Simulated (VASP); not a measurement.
SrIr2, 6 atoms in the cell. It takes space group Fd-3m (No. 227, cubic). The conventional cell has a = 7.848 Å, b = 7.848 Å, c = 7.848 Å, α = 90.00°, β = 90.00°, γ = 90.00°. Sr (site symmetry -43m) has 12 Ir at 3.25 Å and 4 Sr at 3.40 Å within 4.3 Å. Within 3.7 Å of Ir (site symmetry -3m) lie 6 Ir at 2.77 Å and 6 Sr at 3.25 Å. 

| Item | Value |
| --- | --- |
| Program | VASP 6.6.1 |
| Task | single point |
| Functional | r2SCAN |
| Potentials or basis | VASP PAW PBE potentials, release 64 (Sr_sv, Ir) |
| Cutoff | 520 eV |
| k mesh | 8 × 8 × 8 |
| Occupations | gaussian, width 0.1 eV |
| Spin | no spin polarisation |
| Dipole correction | no |
| Further INCAR settings | ALGO = Normal; EDIFF = 1e-06; NBANDS = 37 |

Potentials or basis: VASP PAW PBE potentials, release 64 (Sr_sv, Ir).

The run is started by

```bash
$ cat potpaw_PBE.64/Sr_sv/POTCAR potpaw_PBE.64/Ir/POTCAR > POTCAR
$ cp INCAR.step1 INCAR
$ mpirun -np 1 vasp_std > vasp.out
$ cp INCAR.step2 INCAR
$ mpirun -np 1 vasp_std > vasp.out
```

Hardware: 1 thread of Intel Xeon 8259CL, with other jobs on the host.

Task: Estimate the wall time of this run.

Result: It took 17 min on 1 thread of Intel Xeon 8259CL (shared host), peak memory 0.35 GiB. Counts: k points 29.
